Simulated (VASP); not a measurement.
A run of VASP 6.6.1:

Contents of INCAR:

```
SYSTEM = Ti4C
PREC = Accurate
ENCUT = 520
EDIFF = 1E-6
ISMEAR = 0
SIGMA = 0.1
LREAL = .FALSE.
LASPH = .TRUE.
NELM = 60
ALGO = Normal
ISIF = 2
LWAVE = .FALSE.
LCHARG = .FALSE.
LDIPOL = .TRUE.
IDIPOL = 3
DIPOL = 0.5 0.5 0.344
GGA = PE
NBANDS = 34
```

Contents of KPOINTS:

```
Automatic mesh
0
G
  9 7 1
  0 0 0
```

File POSCAR:

```
Ti4C
1.0
    2.9076478547      0.0000000000      0.0000000000
    0.0000000000      4.1120350307      0.0000000000
    0.0000000000      0.0000000000     19.6538060989
Ti C
4 1
Direct
    0.5000000000      0.5000000000      0.2035229197
    0.0000000000      0.0000000000      0.2774945423
    0.5000000000      0.5000000000      0.3439527020
    0.0000000000      0.0000000000      0.4148716059
    0.0000000000      0.3000000000      0.4798834949
```

Potentials or basis: VASP PAW PBE potentials, release 64 (Ti_sv, C).

Launch:

```console
$ cat potpaw_PBE.64/Ti_sv/POTCAR potpaw_PBE.64/C/POTCAR > POTCAR
$ mpirun -np 1 vasp_std > vasp.out
```

Hardware: 1 thread of Intel(R) Xeon(R) 6975P-C (Granite Rapids), on a shared host.

Question: How long does it take, and how much memory?

Answer: Wall time 5 min on 1 thread of Intel(R) Xeon(R) 6975P-C (Granite Rapids), with other jobs on the host, peak memory 0.38 GiB. Counts: scf iterations 28, k points 20.
